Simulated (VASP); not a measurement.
**KI: single point with r2SCAN**

The system is KI.

```
K I
1.0
     4.21027    0.00000    0.00000
     0.00000    4.21027    0.00000
     0.00000    0.00000    4.21027
K I
1 1
Direct
  0.00000 0.00000 0.00000
  0.50000 0.50000 0.50000
```

This cell differs from its parent crystal: strain -1.9%.

```yaml
Program: VASP 6.6.1
Task: single point
Functional: r2SCAN
Potentials_or_basis: VASP PAW PBE potentials, release 64 (K_sv, I)
Cutoff: 520 eV
k_mesh: 6 × 6 × 6
Occupations: gaussian, width 0.01 eV
Spin: no spin polarisation
Dipole_correction: no
Further_INCAR_settings: ALGO = Normal; EDIFF = 1e-06; NBANDS = 15
```

```yaml
Pressure: 1.0 GPa
Band_gap_on_the_k_mesh: 4.21 eV, indirect (least direct gap 4.38 eV)
```

Levels at points of the mesh, in eV from the valence-band top:
| k point | band 4 | band 5 | band 6 | band 7 | band 8 | band 9 | band 10 | band 11 | band 12 | band 13 |
| --- | --- | --- | --- | --- | --- | --- | --- | --- | --- | --- |
| (0.00, 0.00, 0.00) | -13.23 | -11.65 | -0.40 | -0.40 | -0.40 | 4.21 | 5.13 | 5.13 | 9.15 | 9.15 |
| (0.50, 0.00, 0.00) | -13.21 | -11.26 | -2.52 | -0.33 | -0.33 | 6.31 | 6.66 | 7.58 | 8.06 | 9.45 |
| (0.50, 0.50, 0.00) | -13.20 | -11.22 | -1.91 | -1.91 | 0.00 | 4.38 | 6.38 | 7.38 | 7.38 | 10.08 |
| (0.50, 0.50, 0.50) | -13.30 | -11.00 | -1.87 | -1.87 | -1.87 | 6.17 | 6.17 | 6.17 | 9.84 | 9.84 |

Wall time 78 s on 1 thread of Oxide Virtual Turin-like Processor, with other jobs on the host, peak memory 0.15 GiB.

Caveat: the cell differs from its parent crystal (strain -1.9%); the PAW data sets were made with another functional, which shifts forces and pressure a little; spin-orbit coupling is left out, which moves the levels of the heavy elements. A k mesh can miss the band edges.
